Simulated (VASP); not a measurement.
InP: single point with r2SCAN

Crystal: InP.

```
In P
1.0
     0.00000    3.15029    2.93050
     3.15029    0.00000    2.93050
     3.15029    3.15029    0.00000
In P
1 1
Cartesian
  0.0000 0.0000 0.0000
  4.7254 4.7254 4.3957
```

This cell differs from its parent crystal: strain +0.0750 x Voigt [1, 1, 0, 0, 0, 0].

```
Program             : VASP 6.6.1
Task                : single point
Functional          : r2SCAN
Potentials or basis : VASP PAW PBE potentials, release 64 (In_d, P)
Cutoff              : 520 eV
k mesh              : 8 × 8 × 8
Occupations         : gaussian, width 0.05 eV
Spin                : no spin polarisation
```

| Item | Value |
| --- | --- |
| Pressure | -6.4 GPa |
| Band gap on the k mesh | 0.11 eV |

Stress tensor (GPa, compression positive):
```
-7.38  0.00  0.00
 0.00 -7.38  0.00
 0.00  0.00 -4.44
```

Levels at points of the mesh, in eV from the valence-band top:
| k point | band 7 | band 8 | band 9 | band 10 | band 11 | band 12 |
| --- | --- | --- | --- | --- | --- | --- |
| (0.00, 0.00, 0.00) | -0.29 | -0.29 | 0.00 | 0.11 | 4.14 | 4.29 |
| (0.50, 0.00, 0.00) | -5.35 | -1.20 | -0.80 | 1.23 | 4.71 | 5.19 |
| (0.50, 0.50, 0.00) | -5.21 | -2.37 | -2.37 | 1.82 | 1.88 | 9.07 |
| (0.50, 0.00, 0.50) | -5.59 | -2.02 | -1.99 | 2.14 | 2.50 | 8.51 |

Wall time 2.3 min on 1 thread of Intel(R) Xeon(R) Platinum 8259CL CPU @ 2.50GHz (Skylake/Cascade Lake), on a shared host, peak memory 0.22 GiB.

Caveat: the cell differs from its parent crystal (strain +0.0750 x Voigt [1, 1, 0, 0, 0, 0]); the cell stands under tension; semilocal functionals underestimate gaps, and a narrow one can read as zero; the PAW data sets were made with another functional, which shifts forces and pressure a little; spin-orbit coupling is left out, which moves the levels of the heavy elements.
